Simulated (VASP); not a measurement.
# NaAl3O (Pm-3m) in VASP: a series of runs

Runs on NaAl3O. Level: PBE. Tasks: single point.

All numbers are computed with VASP 6.6.1; they aren't measurements. Logs are shortened: lines on timing, memory, paths and dates and some standing lists are left out, and cuts for length are marked.

## 1. The cell of the first run

Symmetry: Pm-3m, No. 221, cubic system. Conventional cell: a = 5.147 Å, b = 5.147 Å, c = 5.147 Å, α = 90.00°, β = 90.00°, γ = 90.00°. Within 3.4 Å of Na (site symmetry m-3m) lie 6 Al at 2.57 Å. Al (site symmetry 4/mmm) has 2 Na at 2.57 Å within 3.4 Å. Within 4.8 Å of O (site symmetry m-3m) lie 12 Al at 3.64 Å and 8 Na at 4.46 Å.

The cell was built from a structure type or drawn by symmetry, and may not be a known phase.

## 2. Single point, PBE, collinear spin, ferromagnetic start

INCAR reads:

```
SYSTEM = NaAl3O
PREC = Accurate
ENCUT = 520
EDIFF = 1E-6
ISMEAR = 0
SIGMA = 0.1
LREAL = .FALSE.
LASPH = .TRUE.
NELM = 150
ALGO = Normal
ISIF = 2
LWAVE = .FALSE.
LCHARG = .FALSE.
ISPIN = 2
MAGMOM = 0 0 0 0 1
LORBIT = 11
GGA = PE
NBANDS = 23
```

KPOINTS reads:

```
regular mesh
0
G
  4 4 4
  0 0 0
```

POSCAR reads:

```
NaAl3O
1.0
    5.1468478075      0.0000000000      0.0000000000
    0.0000000000      5.1468478075      0.0000000000
    0.0000000000      0.0000000000      5.1468478075
Na Al O
1 3 1
Direct
    0.0000000000      0.0000000000      0.0000000000
    0.5000000000      0.0000000000      0.0000000000
    0.0000000000      0.5000000000      0.0000000000
    0.0000000000      0.0000000000      0.5000000000
    0.5000000000      0.5000000000      0.5000000000
```

Potentials or basis: VASP PAW PBE potentials, release 64 (Na_pv, Al, O).

Started as:

```bash
> cat potpaw_PBE.64/Na_pv/POTCAR potpaw_PBE.64/Al/POTCAR potpaw_PBE.64/O/POTCAR > POTCAR
> mpirun -np 1 vasp_std > vasp.out
```

OUTCAR:

```text
SYSTEM = NaAl3O
   PREC = Accurate
   ENCUT = 520
   EDIFF = 1E-6
   ISMEAR = 0
   LREAL = .FALSE.
   LASPH = .TRUE.
   NELM = 150
   ISIF = 2
   ISPIN = 2
   LORBIT = 11
   GGA = PE

 ion  position               nearest neighbor table
   1  0.000  0.000  0.000-   2 2.57   3 2.57   4 2.57   4 2.57   3 2.57   2 2.57
   2  0.500  0.000  0.000-   1 2.57   1 2.57
   3  0.000  0.500  0.000-   1 2.57   1 2.57
   4  0.000  0.000  0.500-   1 2.57   1 2.57
   5  0.500  0.500  0.500-

  LATTYP: Found a simple cubic cell.
 ALAT       =     5.1468478075

  Lattice vectors:

 A1 = (   5.1468478075,   0.0000000000,   0.0000000000)
 A2 = (   0.0000000000,   5.1468478075,   0.0000000000)
 A3 = (   0.0000000000,   0.0000000000,   5.1468478075)

Analysis of symmetry for initial positions (statically):
=====================================================================
 Subroutine PRICEL returns:
 Original cell was already a primitive cell.

 Routine SETGRP: Setting up the symmetry group for a
 simple cubic supercell.

 Subroutine GETGRP returns: Found 48 space group operations
 (whereof 48 operations were pure point group operations)
 out of a pool of 48 trial point group operations.

The static configuration has the point symmetry O_h .

Analysis of symmetry for dynamics (positions and initial velocities):
=====================================================================
 Subroutine PRICEL returns:
 Original cell was already a primitive cell.

 Routine SETGRP: Setting up the symmetry group for a
 simple cubic supercell.

 Subroutine GETGRP returns: Found 48 space group operations
 (whereof 48 operations were pure point group operations)
 out of a pool of 48 trial point group operations.

The dynamic configuration has the point symmetry O_h .

Analysis of structural, dynamic, and magnetic symmetry:
=====================================================================
 Subroutine PRICEL returns:
 Original cell was already a primitive cell.

 Routine SETGRP: Setting up the symmetry group for a
 simple cubic supercell.

 Subroutine GETGRP returns: Found 48 space group operations
 (whereof 48 operations were pure point group operations)
 out of a pool of 48 trial point group operations.

The overall configuration has the point symmetry O_h .

 Subroutine INISYM returns: Found 48 space group operations
 (whereof 48 operations are pure point group operations),
 and found     1 'primitive' translations

----------------------------------------------------------------------------------------

                                     Primitive cell

  volume of cell :     136.3402

  direct lattice vectors                    reciprocal lattice vectors
     5.146847808  0.000000000  0.000000000     0.194293680  0.000000000  0.000000000
     0.000000000  5.146847808  0.000000000     0.000000000  0.194293680  0.000000000
     0.000000000  0.000000000  5.146847808     0.000000000  0.000000000  0.194293680

  length of vectors
     5.146847808  5.146847808  5.146847808     0.194293680  0.194293680  0.194293680

  position of ions in fractional coordinates (direct lattice)
     0.000000000  0.000000000  0.000000000
     0.500000000  0.000000000  0.000000000
     0.000000000  0.500000000  0.000000000
     0.000000000  0.000000000  0.500000000
     0.500000000  0.500000000  0.500000000

  ion indices of the primitive-cell ions
   primitive index   ion index
                 1           1
                 2           2
                 3           3
                 4           4
                 5           5

----------------------------------------------------------------------------------------

 KPOINTS: regular mesh

Automatic generation of k-mesh.
 Grid dimensions read from file:
 generate k-points for:    4    4    4

 Generating k-lattice:

  Cartesian coordinates                     Fractional coordinates (reciprocal lattice)
     0.048573420  0.000000000  0.000000000     0.250000000  0.000000000  0.000000000
     0.000000000  0.048573420  0.000000000     0.000000000  0.250000000  0.000000000
     0.000000000  0.000000000  0.048573420     0.000000000  0.000000000  0.250000000

  Length of vectors
     0.048573420  0.048573420  0.048573420

  Shift w.r.t. Gamma in fractional coordinates (k-lattice)
     0.000000000  0.000000000  0.000000000

 Subroutine IBZKPT returns following result:
 ===========================================

 Found     10 irreducible k-points:

 Following reciprocal coordinates:
            Coordinates               Weight
  0.000000  0.000000  0.000000      1.000000
  0.250000  0.000000  0.000000      6.000000
  0.500000  0.000000  0.000000      3.000000
  0.250000  0.250000  0.000000     12.000000
  0.500000  0.250000  0.000000     12.000000
  0.500000  0.500000  0.000000      3.000000
  0.250000  0.250000  0.250000      8.000000
  0.500000  0.250000  0.250000     12.000000
  0.500000  0.500000  0.250000      6.000000
  0.500000  0.500000  0.500000      1.000000
   k-points           NKPTS =     10   k-points in BZ     NKDIM =     10   number of bands    NBANDS=     23
   number of dos      NEDOS =    301   number of ions     NIONS =      5
   total plane-waves  NPLWV =  64000
   dimension x,y,z NGX =    40 NGY =   40 NGZ =   40
   dimension x,y,z NGXF=    80 NGYF=   80 NGZF=   80
   ions per type =               1   3   1
   NGX,Y,Z   is equivalent  to a cutoff of  12.92, 12.92, 12.92 a.u.
   NGXF,Y,Z  is equivalent  to a cutoff of  25.84, 25.84, 25.84 a.u.
 SYSTEM =  NaAl3O
   PREC   = accura    normal or accurate (medium, high low for compatibility)
   ISTART =      0    job   : 0-new  1-cont  2-samecut
   ICHARG =      2    charge: 1-file 2-atom 10-const
   ISPIN  =      2    spin polarized calculation?
   LNONCOLLINEAR =      F non collinear calculations
   LSORBIT =      F    spin-orbit coupling
   LASPH  =      T    aspherical Exc in radial PAW
   ENCUT  =  520.0 eV  38.22 Ry    6.18 a.u.   9.57  9.57  9.57*2*pi/ulx,y,z
   NELM   =    150;   NELMIN=  2; NELMDL= -5     # of ELM steps
   EDIFF  = 0.1E-05   stopping-criterion for ELM
   LREAL  =      F    real-space projection
   EDIFFG = 0.1E-04   stopping-criterion for IOM
   NSW    =      0    number of steps for IOM
   IBRION =     -1    ionic relax: 0-MD 1-quasi-New 2-CG
   NFREE  =      0    steps in history (QN), initial steepest desc. (CG)
   ISIF   =      2    stress and relaxation
   ISYM   =      2    0-nonsym 1-usesym 2-fastsym
   POTIM  = 0.5000    time-step for ionic-motion
   TEBEG  =    0.0;   TEEND  =   0.0 temperature during run
   PSTRESS=    0.0 pullay stress
   NELECT =      22.0000    total number of electrons
   NUPDOWN=      -1.0000    fix difference up-down
   EMIN   =  10.00;   EMAX   =-10.00  energy-range for DOS
   EFERMI =   0.00;   METHOD = LEGACY
   ISMEAR =     0;   SIGMA  =   0.10  broadening in eV -4-tet -1-fermi 0-gaus
   EFERMI_NEDOS =   21; number of points for ismear=-14 and -15
   IALGO  =     38    algorithm
   IMIX   =      4    mixing-type and parameters
     AMIX     =   0.40;   BMIX     =  1.00
     AMIX_MAG =   1.60;   BMIX_MAG =  1.00
  volume/ion in A,a.u.               =      27.27       184.01
  Fermi-wavevector in a.u.,A,eV,Ry     =   0.891267  1.684250 10.807877  0.794357
  Thomas-Fermi vector in A             =   2.013065
   LORBIT       =     11    0 simple, 1 ext, 2 COOP (PROOUT), +10 PAW based schemes
   GGA     = PE    functional components
   LHFCALC =     F    Hartree Fock is set to
   AEXX    =    0.0000 exact exchange contribution
   IVDW    =     0    specifies the selected vdW correction
   LEPSILON=     F    determine dielectric tensor
   LRPA    =     F    only Hartree local field effects (RPA)
 spin polarized calculation
 Gauss-broadening in eV      SIGMA  =   0.10
  energy-cutoff  :      520.00
  volume of cell :      136.34
 maximum number of plane-waves:      3743
 NGX is ok and might be reduce to    40
   NGX = 19   NGY = 19   NGZ = 19

 number of electron      22.0000015 magnetization       0.0930118

 number of electron      22.0000023 magnetization      -0.0094696

 Free energy of the ion-electron system (eV)
  ---------------------------------------------------
  ext. energy  EPLUGINS =         0.00000000
  ---------------------------------------------------
  free energy    TOTEN  =       -10.43273042 eV

  energy without entropy =      -10.40084917  energy(sigma->0) =      -10.41678980

 E-fermi :   1.4576     XC(G=0):  -7.7601

 val. band max:        1.4471731197   @ k =   0.2500   0.0000   0.0000
 cond. band min:       1.4790562222   @ k =   0.2500   0.2500   0.0000
 fundamental gap:      0.0318831025
 Fermi energy:         1.4575821205

 spin component 1

 k-point     1 :       0.0000    0.0000    0.0000
  band No.  band energies     occupation
      1     -22.8475      1.00000
      2     -22.8475      1.00000
      3     -22.8475      1.00000
      4     -13.7689      1.00000
      5      -5.0712      1.00000
      6      -0.9957      1.00000
[... 233 lines left out ...]
      6      -2.4679      1.00000
[... 15 lines left out ...]
     22       9.4744      0.00000
     23       9.4744      0.00000
 Fermi energy:         1.4575821205

 spin component 2

 k-point     1 :       0.0000    0.0000    0.0000
  band No.  band energies     occupation
      1     -22.8481      1.00000
      2     -22.8481      1.00000
      3     -22.8481      1.00000
      4     -13.7640      1.00000
      5      -5.0752      1.00000
      6      -0.9986      1.00000
[... 249 lines left out ...]
     22       9.4699      0.00000
     23       9.4699      0.00000

------------------------ aborting loop because EDIFF is reached ----------------------------------------

  FORCE on cell =-STRESS in cart. coord.  units (eV):
  Direction    XX          YY          ZZ          XY          YZ          ZX
  --------------------------------------------------------------------------------------
  -------------------------------------------------------------------------------------
  Total       -0.0220245     -0.0220245     -0.0220245      0.0000000      0.0000000      0.0000000
  in kB       -0.2588168     -0.2588168     -0.2588168      0.0000000      0.0000000      0.0000000
  external PRESSURE =      -0.2588168 kB  Pullay stress =       0.0000000 kB

 VOLUME and BASIS-vectors are now :
 -----------------------------------------------------------------------------
  energy-cutoff  :      520.00
  volume of cell :      136.34
      direct lattice vectors                 reciprocal lattice vectors
     5.146847808  0.000000000  0.000000000     0.194293680  0.000000000  0.000000000
     0.000000000  5.146847808  0.000000000     0.000000000  0.194293680  0.000000000
     0.000000000  0.000000000  5.146847808     0.000000000  0.000000000  0.194293680

 POSITION                                       TOTAL-FORCE (eV/Angst)
 -----------------------------------------------------------------------------------
      0.00000      0.00000      0.00000         0.000000      0.000000      0.000000
      2.57342      0.00000      0.00000         0.000000      0.000000      0.000000
      0.00000      2.57342      0.00000         0.000000      0.000000      0.000000
      0.00000      0.00000      2.57342         0.000000      0.000000      0.000000
      2.57342      2.57342      2.57342         0.000000      0.000000      0.000000
 -----------------------------------------------------------------------------------
    total drift:                                0.000000      0.000000     -0.000000

  FREE ENERGIE OF THE ION-ELECTRON SYSTEM (eV)
  ---------------------------------------------------
  free  energy   TOTEN  =       -10.4327304209 eV

  energy  without entropy=      -10.4008491717  energy(sigma->0) =      -10.41678980

 total charge

# of ion       s       p       d       tot
------------------------------------------
    1        0.181   6.081   0.000   6.263
    2        0.582   0.165   0.000   0.747
    3        0.582   0.165   0.000   0.747
    4        0.582   0.165   0.000   0.747
    5        1.598   3.076   0.000   4.674
--------------------------------------------------
tot          3.526   9.653   0.000  13.179

 magnetization (x)

# of ion       s       p       d       tot
------------------------------------------
    1       -0.000  -0.001   0.000  -0.001
    2        0.000  -0.001   0.000  -0.001
    3        0.000  -0.001   0.000  -0.001
    4        0.000  -0.001   0.000  -0.001
    5        0.000   0.002   0.000   0.002
--------------------------------------------------
tot          0.000   0.000   0.000   0.000
```

Run time: 48 s. Hardware: 1 thread of Intel Xeon 6975P-C (Granite Rapids), shared host; peak memory 0.3 GiB.

Results:

- Free energy: -10.4327 eV
- Pressure: 0.0 GPa
- Band gap on the k mesh: zero (filled and empty bands overlap)
- Net moment: -0.01 μB per cell
- Valence electrons inside the program's atomic spheres: Na 6.26; Al 0.75; O 4.67

## 3. Single point, PBE, collinear spin, ferromagnetic start

Changes to INCAR since step 2:

```diff
@@ -14,3 +14,3 @@
 ISPIN = 2
-MAGMOM = 0 0 0 0 1
+MAGMOM = 0 0 0 0 0.58
 LORBIT = 11
```

KPOINTS reads:

```
Automatic mesh
0
G
  8 8 8
  0 0 0
```

POSCAR is that of step 2.

Potentials or basis: VASP PAW PBE potentials, release 64 (Na_pv, Al, O).

Started as:

```bash
> cat potpaw_PBE.64/Na_pv/POTCAR potpaw_PBE.64/Al/POTCAR potpaw_PBE.64/O/POTCAR > POTCAR
> mpirun -np 1 vasp_std > vasp.out
```

OUTCAR:

```text
SYSTEM = NaAl3O
   PREC = Accurate
   ENCUT = 520
   EDIFF = 1E-6
   ISMEAR = 0
   LREAL = .FALSE.
   LASPH = .TRUE.
   NELM = 150
   ISIF = 2
   ISPIN = 2
   LORBIT = 11
   GGA = PE

 ion  position               nearest neighbor table
   1  0.000  0.000  0.000-   2 2.57   3 2.57   4 2.57   4 2.57   3 2.57   2 2.57
   2  0.500  0.000  0.000-   1 2.57   1 2.57
   3  0.000  0.500  0.000-   1 2.57   1 2.57
   4  0.000  0.000  0.500-   1 2.57   1 2.57
   5  0.500  0.500  0.500-

  LATTYP: Found a simple cubic cell.
 ALAT       =     5.1468478075

  Lattice vectors:

 A1 = (   5.1468478075,   0.0000000000,   0.0000000000)
 A2 = (   0.0000000000,   5.1468478075,   0.0000000000)
 A3 = (   0.0000000000,   0.0000000000,   5.1468478075)

Analysis of symmetry for initial positions (statically):
[... 1460 lines left out ...]

  FORCE on cell =-STRESS in cart. coord.  units (eV):
  Direction    XX          YY          ZZ          XY          YZ          ZX
  --------------------------------------------------------------------------------------
  -------------------------------------------------------------------------------------
  Total       -0.1225187     -0.1225187     -0.1225187     -0.0000000     -0.0000000      0.0000000
  in kB       -1.4397561     -1.4397561     -1.4397561     -0.0000000     -0.0000000      0.0000000
  external PRESSURE =      -1.4397561 kB  Pullay stress =       0.0000000 kB

 VOLUME and BASIS-vectors are now :
 -----------------------------------------------------------------------------
  energy-cutoff  :      520.00
  volume of cell :      136.34
      direct lattice vectors                 reciprocal lattice vectors
     5.146847808  0.000000000  0.000000000     0.194293680  0.000000000  0.000000000
     0.000000000  5.146847808  0.000000000     0.000000000  0.194293680  0.000000000
     0.000000000  0.000000000  5.146847808     0.000000000  0.000000000  0.194293680

 POSITION                                       TOTAL-FORCE (eV/Angst)
 -----------------------------------------------------------------------------------
      0.00000      0.00000      0.00000         0.000000      0.000000      0.000000
      2.57342      0.00000      0.00000         0.000000      0.000000      0.000000
      0.00000      2.57342      0.00000         0.000000      0.000000      0.000000
      0.00000      0.00000      2.57342         0.000000      0.000000      0.000000
      2.57342      2.57342      2.57342         0.000000      0.000000      0.000000
 -----------------------------------------------------------------------------------
    total drift:                                0.000000      0.000000     -0.000000

  FREE ENERGIE OF THE ION-ELECTRON SYSTEM (eV)
  ---------------------------------------------------
  free  energy   TOTEN  =       -10.5254882119 eV

  energy  without entropy=      -10.5078304159  energy(sigma->0) =      -10.51665931

 total charge

# of ion       s       p       d       tot
------------------------------------------
    1        0.187   6.076   0.000   6.263
    2        0.582   0.164   0.000   0.746
    3        0.582   0.164   0.000   0.746
    4        0.582   0.164   0.000   0.746
    5        1.599   3.076   0.000   4.675
--------------------------------------------------
tot          3.533   9.643   0.000  13.177

 magnetization (x)

# of ion       s       p       d       tot
------------------------------------------
    1        0.000   0.000   0.000   0.000
    2       -0.000  -0.000   0.000  -0.000
    3       -0.000  -0.000   0.000  -0.000
    4       -0.000  -0.000   0.000  -0.000
    5        0.000   0.013   0.000   0.013
--------------------------------------------------
tot          0.000   0.012   0.000   0.012
```

Run time: 2.1 min. Hardware: 1 thread of Intel Xeon 6975P-C (Granite Rapids), shared host; peak memory 0.38 GiB.

What came out:

| Item | Value |
| --- | --- |
| Free energy | -10.5255 eV |
| Pressure | -0.1 GPa |
| Band gap on the k mesh | zero (filled and empty bands overlap) |
| Net moment | 0.01 μB per cell |
| Valence electrons inside the program's atomic spheres | Na 6.26; Al 0.75; O 4.67 |
